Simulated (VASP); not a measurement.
# NbH2 (Fm-3m) in VASP: elastic constants with LDA

Aim: the elastic constants of NbH2 with LDA.

Everything below comes from runs of VASP 6.6.1. Logs are shortened: lines on timing, memory, paths and dates and some standing lists are left out, and cuts for length are marked.

## Step 1: The cell of the first run

The structure is cubic, space group Fm-3m (No. 225). The conventional cell has a = 4.476 Å, b = 4.476 Å, c = 4.476 Å, α = 90.00°, β = 90.00°, γ = 90.00°. Nb (site symmetry m-3m) has 8 H at 1.94 Å within 2.6 Å. H (site symmetry -43m) has 4 Nb at 1.94 Å and 6 H at 2.24 Å within 2.6 Å.

## Step 2: Elastic constants, LDA

File INCAR:

```
PREC = Accurate ; ENCUT = 600
EDIFF = 1E-8 ; ISMEAR = -1
SIGMA = 0.15 ; LREAL = False
LASPH = True ; NELM = 60
ALGO = Normal ; ISIF = 3
LWAVE = False ; LCHARG = True
IBRION = 6 ; NFREE = 2
POTIM = 0.015 ; NSW = 1
```

File KPOINTS:

```
regular mesh
0
Gamma
  16 16 16
```

File POSCAR:

```
NbH2
1.0
    0.0000000000      2.2379736276      2.2379736276
    2.2379736276      0.0000000000      2.2379736276
    2.2379736276      2.2379736276      0.0000000000
Nb H
1 2
Direct
    0.0000000000      0.0000000000      0.0000000000
    0.2500000000      0.2500000000      0.2500000000
    0.7500000000      0.7500000000      0.7500000000
```

Potentials or basis: VASP PAW LDA potentials, release 64 (Nb_sv, H).

The run is started by

```console
$ cat potpaw_LDA.64/Nb_sv/POTCAR potpaw_LDA.64/H/POTCAR > POTCAR
$ mpirun -np 1 vasp_std > vasp.out
```

OUTCAR:

```text
PREC = Accurate
   ENCUT = 600
   EDIFF = 1E-8
   ISMEAR = -1
   LREAL = False
   LASPH = True
   NELM = 60
   ISIF = 3
   IBRION = 6
   NFREE = 2
   POTIM = 0.015
   NSW = 1

 ion  position               nearest neighbor table
   1  0.000  0.000  0.000-   3 1.94   3 1.94   3 1.94   2 1.94   2 1.94   2 1.94   3 1.94   2 1.94

   2  0.250  0.250  0.250-   1 1.94   1 1.94   1 1.94   1 1.94
   3  0.750  0.750  0.750-   1 1.94   1 1.94   1 1.94   1 1.94

  LATTYP: Found a face centered cubic cell.
 ALAT       =     4.4759472552

  Lattice vectors:

 A1 = (   0.0000000000,   2.2379736276,   2.2379736276)
 A2 = (   2.2379736276,   0.0000000000,   2.2379736276)
 A3 = (   2.2379736276,   2.2379736276,   0.0000000000)

Analysis of symmetry for initial positions (statically):
=====================================================================
 Subroutine PRICEL returns:
 Original cell was already a primitive cell.

 Routine SETGRP: Setting up the symmetry group for a
 face centered cubic supercell.

 Subroutine GETGRP returns: Found 48 space group operations
 (whereof 48 operations were pure point group operations)
 out of a pool of 48 trial point group operations.

The static configuration has the point symmetry O_h .

Analysis of symmetry for dynamics (positions and initial velocities):
=====================================================================
 Subroutine PRICEL returns:
 Original cell was already a primitive cell.

 Routine SETGRP: Setting up the symmetry group for a
 face centered cubic supercell.

 Subroutine GETGRP returns: Found 48 space group operations
 (whereof 48 operations were pure point group operations)
 out of a pool of 48 trial point group operations.

The dynamic configuration has the point symmetry O_h .

 Subroutine INISYM returns: Found 48 space group operations
 (whereof 48 operations are pure point group operations),
[... 680 lines left out ...]
      6       7.1948      2.00000
      7       9.1892      1.99964
      8       9.2172      1.99957
      9      11.6172      0.00104
     10      11.6355      0.00092
     11      11.8645      0.00020

 [... further k-points ...]

------------------------ aborting loop because EDIFF is reached ----------------------------------------

  FORCE on cell =-STRESS in cart. coord.  units (eV):
  Direction    XX          YY          ZZ          XY          YZ          ZX
  --------------------------------------------------------------------------------------
  -------------------------------------------------------------------------------------
  Total        0.4078351      0.4096672      0.4096672      0.0000000      0.0853519      0.0000000
  in kB       29.1474333     29.2783674     29.2783674      0.0000000      6.0999884      0.0000000
  external PRESSURE =      29.2347227 kB  Pullay stress =       0.0000000 kB
[... 18 lines left out ...]
  FREE ENERGIE OF THE ION-ELECTRON SYSTEM (eV)
  ---------------------------------------------------
  free  energy   TOTEN  =       -19.3167919372 eV

  energy  without entropy=      -19.2440472599  energy(sigma->0) =      -19.28041960

 INTERNAL STRAIN TENSORS FROM STRAINED CELLS
 ============================================

 INTERNAL STRAIN TENSOR FOR ION    1 for displacements in x,y,z  (eV/Angst):
          X           Y           Z          XY          YZ          ZX
  --------------------------------------------------------------------------------
  x     0.00000    -0.00000    -0.00000     0.00000     0.00000     0.00000
  y     0.00000    -0.00000     0.00000     0.00000     0.00000    -0.00000
  z    -0.00000     0.00000     0.00000     0.00000    -0.00000     0.00000

 INTERNAL STRAIN TENSORS FROM DISPLACED ATOMS
 ============================================

 INTERNAL STRAIN TENSOR FOR ION    1 for displacements in x,y,z  (eV/Angst):
          X           Y           Z          XY          YZ          ZX
  --------------------------------------------------------------------------------
  x     0.00000     0.00000     0.00000     0.00000     0.00000     0.00000
  y     0.00000     0.00000     0.00000     0.00000     0.00000     0.00000
  z     0.00000     0.00000     0.00000     0.00000     0.00000     0.00000

 INTERNAL STRAIN TENSOR FOR ION    3 for displacements in x,y,z  (eV/Angst):
          X           Y           Z          XY          YZ          ZX
  --------------------------------------------------------------------------------
  x     0.00000    -0.00000    -0.00000     0.00000     5.68339     0.00000
  y     0.00000     0.00000     0.00000     0.00000     0.00000     5.68339
  z     0.00000     0.00000     0.00000     5.68339     0.00000     0.00000

 Eigenvectors and eigenvalues of the dynamical matrix
 ----------------------------------------------------

   1 f  =   40.202278 THz   252.598362 2PiTHz 1341.003647 cm-1   166.263187 meV
             X         Y         Z           dx          dy          dz
      0.000000  0.000000  0.000000    -0.000000    0.000000   -0.000000
      1.118987  1.118987  1.118987    -0.705181   -0.052039    0.003513
      3.356960  3.356960  3.356960     0.705181    0.052039   -0.003513
[... 43 lines left out ...]
   9 f/i=    0.002798 THz     0.017582 2PiTHz    0.093340 cm-1     0.011573 meV
             X         Y         Z           dx          dy          dz
      0.000000  0.000000  0.000000    -0.127541   -0.981141   -0.000358
      1.118987  1.118987  1.118987    -0.013239   -0.101846   -0.000037
      3.356960  3.356960  3.356960    -0.013239   -0.101846   -0.000037

--------------------------------------------------------------------------------------------------------

 ELASTIC MODULI CONTR FROM IONIC RELAXATION (kBar)
 Direction    XX          YY          ZZ          XY          YZ          ZX
 --------------------------------------------------------------------------------
 XX          -0.0000     -0.0000     -0.0000     -0.0000     -0.0000     -0.0000
 YY          -0.0000     -0.0000     -0.0000     -0.0000      0.0000      0.0000
 ZZ          -0.0000     -0.0000     -0.0000      0.0000      0.0000     -0.0000
 XY          -0.0000     -0.0000      0.0000   -698.1690      0.0000      0.0000
 YZ          -0.0000      0.0000      0.0000      0.0000   -698.1690     -0.0000
 ZX          -0.0000      0.0000     -0.0000      0.0000     -0.0000   -698.1690
 --------------------------------------------------------------------------------

 TOTAL ELASTIC MODULI (kBar)
 Direction    XX          YY          ZZ          XY          YZ          ZX
 --------------------------------------------------------------------------------
 XX        3013.1048   1603.0883   1603.0883     -0.0000      0.0000     -0.0000
 YY        1603.0883   3013.1048   1603.0883     -0.0000      0.0000      0.0000
 ZZ        1603.0883   1603.0883   3013.1048      0.0000     -0.0000     -0.0000
 XY          -0.0000     -0.0000      0.0000    910.5364      0.0000      0.0000
 YZ           0.0000      0.0000     -0.0000      0.0000    910.5364     -0.0000
 ZX          -0.0000      0.0000     -0.0000      0.0000     -0.0000    910.5364
 --------------------------------------------------------------------------------
```

stdout:

```text
POSCAR found type information on POSCAR NbH
 POSCAR found :  2 types and       3 ions
 scaLAPACK will be used
 LDA part: xc-table for (Slater(with rela. corr.)+CA(PZ))
 , standard interpolation
 POSCAR, INCAR and KPOINTS ok, starting setup
 FFT: planning ... GRIDC
 FFT: planning ... GRID_SOFT
 FFT: planning ... GRID
 WAVECAR not read
 entering main loop
 Found     2 degrees of freedom:
 Adding 6 more for cell shape distortion
 Finite differences POTIM= 0.01500 DOF=   8
 bond charge predicted
 Finite differences progress:
 bond charge predicted
 Finite differences progress:
 bond charge predicted
 Finite differences progress:
 bond charge predicted
 Finite differences progress:
 bond charge predicted
 Finite differences progress:
 bond charge predicted
 Finite differences progress:
 bond charge predicted
 Finite differences progress:
 bond charge predicted
 Finite differences progress:
 bond charge predicted
 Finite differences progress:
 bond charge predicted
 Finite differences progress:
 bond charge predicted
 Finite differences progress:
 bond charge predicted
 Finite differences progress:
 bond charge predicted
 Finite differences progress:
 bond charge predicted
 Finite differences progress:
 bond charge predicted
 Finite differences progress:
 bond charge predicted
 Finite differences progress:
```

It took 74 min on 1 thread of Intel Xeon 8259CL, shared host; peak memory 0.67 GiB.

What came out:

* Elastic constants C11, C12, C44: 301, 160, 91 GPa
* Voigt bulk modulus: 207 GPa
* Highest phonon frequency at Γ: 1341 cm⁻¹

Phonon frequencies in cm⁻¹ (negative: imaginary):
```csv
q point,frequencies
"(0.000, 0.000, 0.000)",0 0 0 1163 1163 1163 1341 1341 1341
```

Elastic tensor in Voigt notation (GPa, in the Cartesian axes of the cell as first typed):
```
301 160 160   0   0   0
160 301 160   0   0   0
160 160 301   0   0   0
  0   0   0  91   0   0
  0   0   0   0  91   0
  0   0   0   0   0  91
```

Clamped-ion elastic tensor (GPa):
```
301 160 160   0   0   0
160 301 160   0   0   0
160 160 301   0   0   0
  0   0   0 161   0   0
  0   0   0   0 161   0
  0   0   0   0   0 161
```

Caveat: the cell is under stress, which shifts elastic constants.
